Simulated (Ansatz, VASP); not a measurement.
One calculation of TePb4Se3, two programs

```xyz
8
Lattice="4.4693 0.0000 0.0000 0.0000 4.4693 0.0000 0.0000 0.0000 12.6104" Properties=species:S:1:pos:R:3 pbc="T T T"
Te    0.0000    0.0000    0.0000
Pb    0.0000    0.0000    9.3633
Pb    2.2346    2.2346    0.0000
Pb    0.0000    0.0000    3.2471
Pb    2.2346    2.2346    6.3052
Se    2.2346    2.2346    3.1813
Se    0.0000    0.0000    6.3052
Se    2.2346    2.2346    9.4291
```

Alike in both runs: functional PBE; k mesh 8 × 8 × 4; occupations gaussian, width 0.01 eV; no spin polarisation.

Ansatz relaxed the structure, and its values are those at the end. VASP's run is a single point on that final structure, the one shown.

```csv
,VASP,Ansatz
version,VASP 6.6.1,Ansatz 0.2.0
potentials or method,"VASP PAW PBE potentials, release 64 (Te, Pb_d, Se), cutoff 520 eV","scalar-relativistic, plane waves, PAW"
valence electrons in the cell,80,120
```

|  | VASP | Ansatz | Ansatz less VASP |
| --- | --- | --- | --- |
| gap on the k mesh at the Fermi level (eV) | 0.26 | 0.26 | -0.004 |
| least direct gap on the mesh (eV) | 0.26 | 0.26 | -0.004 |
| pressure (GPa) | 0.0 | 0.0 | +0.02 |

VASP's potentials hold 80 valence electrons a cell and Ansatz's 120, so a difference there can come from the potentials and not from the codes.

Spin-orbit coupling is off throughout.
